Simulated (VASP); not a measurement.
# Ti8Al23 (a cell with a defect) in VASP: single point with PBE

Aim: the single point of Ti8Al23 (a cell with a defect) with PBE.

Program: VASP 6.6.1. These are calculated values, not measurements. Logs are shortened: lines on timing, memory, paths and dates and some standing lists are left out, and cuts for length are marked.

### 1 The cell of the first run

The cell holds a defect, 31 atoms: a = 7.690 Å, b = 7.690 Å, c = 8.624 Å, α = 90.00°, β = 90.00°, γ = 90.00°.

### 2 Single point, PBE

INCAR reads:

```
ALGO     = Normal         # electronic algorithm
EDIFF    = 1E-6           # SCF threshold, eV
ENCUT    = 520            # plane-wave cutoff, eV
GGA      = PE             # functional
ISIF     = 2              # what is computed and relaxed
ISMEAR   = 1              # smearing method
LASPH    = True           # aspherical terms in the spheres
LCHARG   = False          # write CHGCAR
LREAL    = Auto         
LWAVE    = False          # write WAVECAR
NBANDS   = 104            # bands
NELM     = 60             # most SCF steps
PREC     = Accurate       # precision mode
SIGMA    = 0.1            # smearing width, eV
```

KPOINTS reads:

```
k-points
0
Gamma
  3 3 3
```

POSCAR reads:

```
Ti8Al23
1.0
    7.6895028900      0.0000000000      0.0000000000
    0.0000000000      7.6895028900      0.0000000000
    0.0000000000      0.0000000000      8.6237151300
Ti Al
8 23
Direct
   -0.0000300200      0.0011321100      0.0001584500
    0.2466251500      0.2534953400      0.5093346800
    0.0014364100      0.4987022100      0.0009031700
    0.2517055100      0.7496406600      0.5002629800
    0.5041374900     -0.0040022100     -0.0085277200
    0.7504739500      0.2484056400      0.5002584800
    0.4990032500      0.5001629000      0.0001615200
    0.7492646100      0.7508554900      0.4998119700
    0.0020490000     -0.0002808600      0.4939389800
    0.2508309900      0.2493066700     -0.0131315400
    0.0051928500      0.2462164700      0.2519930400
    0.2480181400     -0.0021922400      0.7505549600
   -0.0010389200      0.2507995200      0.7511893800
    0.3758993300      0.1242130500      0.2507055800
   -0.0020747400      0.5021840300      0.4983350200
    0.2502116500      0.7515407300      0.0067873500
    0.0012713400      0.7507829000      0.2503459500
    0.2493355500      0.5011598500      0.7511892100
   -0.0001581100      0.7491396900      0.7502909300
    0.2539224500      0.4949282000      0.2519845700
    0.4998352100      0.0002784200      0.5155053000
    0.7485985100      0.2499286300      0.0067992100
    0.7520709700     -0.0010657600      0.7495929800
    0.5023140200      0.2521131100      0.7505592500
    0.7455699600      0.0030831300      0.2486123000
    0.5004014000      0.4980661400      0.4939390700
    0.7528322700      0.7473061100      0.0023041800
    0.4970363900      0.7545729900      0.2486046900
    0.7509918600      0.5002791200      0.7502951200
    0.5011831500      0.7480571000      0.7495953100
    0.7493590500      0.4988536300      0.2503561400
```

Potentials or basis: VASP PAW PBE potentials, release 64 (Ti_sv, Al).

The run is started by

```sh
$ cat potpaw_PBE.64/Ti_sv/POTCAR potpaw_PBE.64/Al/POTCAR > POTCAR
$ mpirun -np 1 vasp_std > vasp.out
```

OUTCAR:

```text
EDIFF = 1E-6
   ENCUT = 520
   GGA = PE
   ISIF = 2
   ISMEAR = 1
   LASPH = True
   LREAL = Auto
   NELM = 60
   PREC = Accurate

 ion  position               nearest neighbor table
   1  1.000  0.001  0.000-  10 2.72  16 2.72  22 2.72  27 2.72  11 2.88  12 2.88  13 2.88  23 2.88
                            17 2.89  19 2.90  25 2.90
   2  0.247  0.253  0.509-  14 2.64  15 2.71  26 2.71   9 2.71  21 2.75  13 2.82  18 2.82  12 2.86
                            24 2.86  11 2.89  20 2.89
   3  0.001  0.499  0.001-  27 2.70  10 2.71  22 2.73  16 2.73  18 2.88  13 2.88  19 2.89  29 2.89
                            17 2.90  31 2.90  20 2.91  11 2.91
   4  0.252  0.750  0.500-  21 2.72   9 2.72  26 2.72  15 2.73  28 2.88  12 2.88  30 2.88  18 2.89
                            17 2.89  19 2.90  20 2.90
   5  0.504  0.996  0.991-  14 2.63  27 2.71  16 2.71  22 2.71  10 2.75  23 2.83  30 2.83  24 2.86
                            12 2.86  28 2.89  25 2.89
   6  0.750  0.248  0.500-  21 2.72  26 2.72   9 2.72  15 2.73  25 2.88  24 2.88  23 2.88  13 2.89
                            31 2.89  29 2.90  11 2.90
   7  0.499  0.500  0.000-  10 2.72  22 2.72  16 2.72  27 2.72  20 2.88  24 2.88  18 2.88  30 2.88
                            31 2.89  29 2.90  28 2.90
   8  0.749  0.751  0.500-  15 2.70  21 2.72   9 2.73  26 2.73  23 2.88  30 2.88  19 2.89  29 2.89
                            31 2.90  17 2.90  25 2.91  28 2.91
   9  0.002  1.000  0.494-   2 2.71   4 2.72   6 2.72   8 2.73  11 2.82  17 2.84  25 2.89  12 2.91
[... 31 lines left out ...]
  25  0.746  0.003  0.249-  28 2.70  11 2.74  17 2.76  22 2.82   6 2.88   9 2.89   5 2.89  27 2.90
                             1 2.90   8 2.91  21 2.98  14 2.99
  26  0.500  0.498  0.494-   2 2.71   6 2.72   4 2.72   8 2.73  20 2.82  31 2.84  28 2.89  24 2.91
                            30 2.93  29 2.93  18 2.94
  27  0.753  0.747  0.002-   3 2.70   5 2.71   1 2.72   7 2.72  17 2.87  31 2.87  19 2.89  29 2.89
                            25 2.90  28 2.90  23 2.91  30 2.91
  28  0.497  0.755  0.249-  25 2.70  20 2.74  31 2.76  16 2.82   4 2.88   5 2.89  26 2.89  27 2.90
                             7 2.90   8 2.91  21 2.98  14 2.99
  29  0.751  0.500  0.750-  24 2.70  13 2.70  30 2.71  19 2.71  15 2.89  27 2.89   8 2.89   3 2.89
                             7 2.90   6 2.90  22 2.93  26 2.93
  30  0.501  0.748  0.750-  29 2.71  18 2.71  23 2.73  12 2.73  21 2.80   5 2.83   8 2.88   7 2.88
                             4 2.88  27 2.91  26 2.93  16 2.94
  31  0.749  0.499  0.250-  17 2.74  28 2.76  11 2.76  22 2.84  26 2.84  27 2.87  15 2.87   6 2.89
                             7 2.89   8 2.90   3 2.90

  LATTYP: Found a simple tetragonal cell.
 ALAT       =     7.6895028900
 C/A-ratio  =     1.1214918901

  Lattice vectors:

 A1 = (   7.6895028900,   0.0000000000,   0.0000000000)
 A2 = (   0.0000000000,   7.6895028900,   0.0000000000)
 A3 = (   0.0000000000,   0.0000000000,   8.6237151300)

Analysis of symmetry for initial positions (statically):
=====================================================================
 Subroutine PRICEL returns:
 Original cell was already a primitive cell.

 Routine SETGRP: Setting up the symmetry group for a
 simple tetragonal supercell.

 Subroutine GETGRP returns: Found  1 space group operations
 (whereof  1 operations were pure point group operations)
 out of a pool of 16 trial point group operations.

The static configuration has the point symmetry C_1 .

Analysis of symmetry for dynamics (positions and initial velocities):
=====================================================================
 Subroutine PRICEL returns:
 Original cell was already a primitive cell.

 Routine SETGRP: Setting up the symmetry group for a
 simple tetragonal supercell.

 Subroutine GETGRP returns: Found  1 space group operations
 (whereof  1 operations were pure point group operations)
 out of a pool of 16 trial point group operations.

The dynamic configuration has the point symmetry C_1 .

 Subroutine INISYM returns: Found  1 space group operations
 (whereof  1 operations are pure point group operations),
 and found     1 'primitive' translations

----------------------------------------------------------------------------------------

                                     Primitive cell

  volume of cell :     509.9069

  direct lattice vectors                    reciprocal lattice vectors
     7.689502890  0.000000000  0.000000000     0.130047418  0.000000000  0.000000000
     0.000000000  7.689502890  0.000000000     0.000000000  0.130047418  0.000000000
     0.000000000  0.000000000  8.623715130     0.000000000  0.000000000  0.115959303
[... 85 lines left out ...]

  Length of vectors
     0.043349139  0.043349139  0.038653101

  Shift w.r.t. Gamma in fractional coordinates (k-lattice)
     0.000000000  0.000000000  0.000000000

 Subroutine IBZKPT returns following result:
 ===========================================

 Found     14 irreducible k-points:

 Following reciprocal coordinates:
            Coordinates               Weight
  0.000000  0.000000  0.000000      1.000000
  0.333333  0.000000  0.000000      2.000000
  0.000000  0.333333  0.000000      2.000000
  0.333333  0.333333  0.000000      2.000000
 -0.333333  0.333333  0.000000      2.000000
  0.000000  0.000000  0.333333      2.000000
  0.333333  0.000000  0.333333      2.000000
  0.000000  0.333333  0.333333      2.000000
 -0.333333  0.000000  0.333333      2.000000
  0.000000 -0.333333  0.333333      2.000000
  0.333333  0.333333  0.333333      2.000000
 -0.333333  0.333333  0.333333      2.000000
 -0.333333 -0.333333  0.333333      2.000000
  0.333333 -0.333333  0.333333      2.000000
   k-points           NKPTS =     14   k-points in BZ     NKDIM =     14   number of bands    NBANDS=    104
   number of dos      NEDOS =    301   number of ions     NIONS =     31
   total plane-waves  NPLWV = 230400
   dimension x,y,z NGX =    60 NGY =   60 NGZ =   64
   dimension x,y,z NGXF=   120 NGYF=  120 NGZF=  128
   ions per type =               8  23
   NGX,Y,Z   is equivalent  to a cutoff of  12.97, 12.97, 12.34 a.u.
   NGXF,Y,Z  is equivalent  to a cutoff of  25.94, 25.94, 24.68 a.u.
 SYSTEM =  unknown system
   PREC   = accura    normal or accurate (medium, high low for compatibility)
   ISTART =      0    job   : 0-new  1-cont  2-samecut
   ICHARG =      2    charge: 1-file 2-atom 10-const
   ISPIN  =      1    spin polarized calculation?
   LNONCOLLINEAR =      F non collinear calculations
   LSORBIT =      F    spin-orbit coupling
   LASPH  =      T    aspherical Exc in radial PAW
   ENCUT  =  520.0 eV  38.22 Ry    6.18 a.u.  14.30 14.30 16.03*2*pi/ulx,y,z
   NELM   =     60;   NELMIN=  2; NELMDL= -5     # of ELM steps
   EDIFF  = 0.1E-05   stopping-criterion for ELM
   LREAL  =      T    real-space projection
   EDIFFG = 0.1E-04   stopping-criterion for IOM
   NSW    =      0    number of steps for IOM
   IBRION =     -1    ionic relax: 0-MD 1-quasi-New 2-CG
   NFREE  =      0    steps in history (QN), initial steepest desc. (CG)
   ISIF   =      2    stress and relaxation
   ISYM   =      2    0-nonsym 1-usesym 2-fastsym
   POTIM  = 0.5000    time-step for ionic-motion
   TEBEG  =    0.0;   TEEND  =   0.0 temperature during run
   PSTRESS=    0.0 pullay stress
   NELECT =     165.0000    total number of electrons
   NUPDOWN=      -1.0000    fix difference up-down
   EMIN   =  10.00;   EMAX   =-10.00  energy-range for DOS
   EFERMI =   0.00;   METHOD = LEGACY
   ISMEAR =     1;   SIGMA  =   0.10  broadening in eV -4-tet -1-fermi 0-gaus
   EFERMI_NEDOS =   21; number of points for ismear=-14 and -15
   IALGO  =     38    algorithm
   IMIX   =      4    mixing-type and parameters
     AMIX     =   0.40;   BMIX     =  1.00
     AMIX_MAG =   1.60;   BMIX_MAG =  1.00
  volume/ion in A,a.u.               =      16.45       111.00
  Fermi-wavevector in a.u.,A,eV,Ry     =   1.123930  2.123919 17.187126  1.263218
  Thomas-Fermi vector in A             =   2.260599
   LORBIT       =      0    0 simple, 1 ext, 2 COOP (PROOUT), +10 PAW based schemes
   GGA     = PE    functional components
   LHFCALC =     F    Hartree Fock is set to
   AEXX    =    0.0000 exact exchange contribution
   IVDW    =     0    specifies the selected vdW correction
   LEPSILON=     F    determine dielectric tensor
   LRPA    =     F    only Hartree local field effects (RPA)
 non-spin polarized calculation
 Methfessel and Paxton  Order N= 1 SIGMA  =   0.10
  energy-cutoff  :      520.00
  volume of cell :      509.91
 maximum number of plane-waves:     13746
 NGX is ok and might be reduce to    60
   NGX = 29   NGY = 29   NGZ = 33

 number of electron     165.0000021 magnetization

 Free energy of the ion-electron system (eV)
  ---------------------------------------------------
  ext. energy  EPLUGINS =         0.00000000
  ---------------------------------------------------
  free energy    TOTEN  =      -158.47155974 eV

  energy without entropy =     -158.47310152  energy(sigma->0) =     -158.47207367

 E-fermi :   7.7937     XC(G=0): -10.5828

 val. band max:        7.7762477644   @ k =   0.3333   0.0000   0.3333
 cond. band min:       7.7978096354   @ k =   0.0000   0.3333   0.3333
 fundamental gap:      0.0215618710
 Fermi energy:         7.7936546879

 k-point     1 :       0.0000    0.0000    0.0000
  band No.  band energies     occupation
      1     -48.8315      2.00000
      2     -48.8313      2.00000
      3     -48.8283      2.00000
      4     -48.8282      2.00000
      5     -48.7445      2.00000
      6     -48.7433      2.00000
[... 1347 lines left out ...]
     93       9.3557     -0.00000
     94       9.3714     -0.00000
 [bands above 94 left out]

------------------------ aborting loop because EDIFF is reached ----------------------------------------

  FORCE on cell =-STRESS in cart. coord.  units (eV):
  Direction    XX          YY          ZZ          XY          YZ          ZX
  --------------------------------------------------------------------------------------
  -------------------------------------------------------------------------------------
  Total       -3.1258217     -3.1292051      3.5962721     -0.0442883      0.2471147     -0.2504745
  in kB       -9.8216365     -9.8322674     11.2998374     -0.1391581      0.7764583     -0.7870152
  external PRESSURE =      -2.7846888 kB  Pullay stress =       0.0000000 kB

 VOLUME and BASIS-vectors are now :
 -----------------------------------------------------------------------------
  energy-cutoff  :      520.00
  volume of cell :      509.91
      direct lattice vectors                 reciprocal lattice vectors
     7.689502890  0.000000000  0.000000000     0.130047418  0.000000000  0.000000000
     0.000000000  7.689502890  0.000000000     0.000000000  0.130047418  0.000000000
     0.000000000  0.000000000  8.623715130     0.000000000  0.000000000  0.115959303

 POSITION                                       TOTAL-FORCE (eV/Angst)
 -----------------------------------------------------------------------------------
      7.68927      0.00871      0.00137        -0.086214     -0.022687     -0.035989
      1.89642      1.94925      4.39236        -0.043727      0.045412     -0.005118
      0.01105      3.83477      0.00779        -0.002454     -0.001872      0.010349
      1.93549      5.76436      4.31413        -0.020573     -0.091875      0.045048
      3.87657      7.65873      8.55017         0.057196     -0.052976      0.002161
      5.77077      1.91012      4.31409         0.092821      0.020950      0.046787
[... 23 lines left out ...]
      3.85385      5.75219      6.46430        -0.042532     -0.061108      0.024373
      5.76220      3.83594      2.15900        -0.073384     -0.078179     -0.003952
 -----------------------------------------------------------------------------------
    total drift:                                0.011277     -0.015274     -0.012582

  FREE ENERGIE OF THE ION-ELECTRON SYSTEM (eV)
  ---------------------------------------------------
  free  energy   TOTEN  =      -158.4715597412 eV

  energy  without entropy=     -158.4731015221  energy(sigma->0) =     -158.47207367
```

Wall time 26 min (1 thread of Oxide Virtual Turin-like, shared host); peak memory 0.74 GiB.

Results:

| Item | Value |
| --- | --- |
| Free energy | -158.4716 eV |
| Pressure | -0.3 GPa |
| Largest force | 0.123 eV/Å |
| Band gap on the k mesh | zero (an odd number of electrons rules out a gap without spin polarisation) |

Forces in eV/Å, atoms in the order of the input:
```
Ti  -0.086 -0.023 -0.036
Ti  -0.044  0.045 -0.005
Ti  -0.002 -0.002  0.010
Ti  -0.021 -0.092  0.045
Ti   0.057 -0.053  0.002
Ti   0.093  0.021  0.047
Ti   0.023  0.088 -0.035
Ti  -0.002 -0.002 -0.003
Al   0.014  0.027 -0.042
Al   0.020 -0.020  0.047
Al   0.049 -0.104  0.001
Al   0.025  0.017 -0.004
Al  -0.078 -0.047 -0.024
Al  -0.005  0.005  0.007
Al   0.024 -0.022 -0.013
Al   0.026  0.017  0.043
Al   0.078  0.073 -0.003
Al   0.045  0.078 -0.025
Al  -0.019 -0.017  0.000
Al   0.104 -0.049  0.001
Al  -0.016  0.016 -0.075
Al  -0.017 -0.026  0.043
Al   0.061  0.044  0.025
Al  -0.017 -0.027 -0.003
Al  -0.048  0.114  0.005
Al  -0.028 -0.014 -0.042
Al  -0.025  0.026  0.010
Al  -0.112  0.048  0.005
Al   0.016  0.019 -0.001
Al  -0.043 -0.061  0.024
Al  -0.073 -0.078 -0.004
```
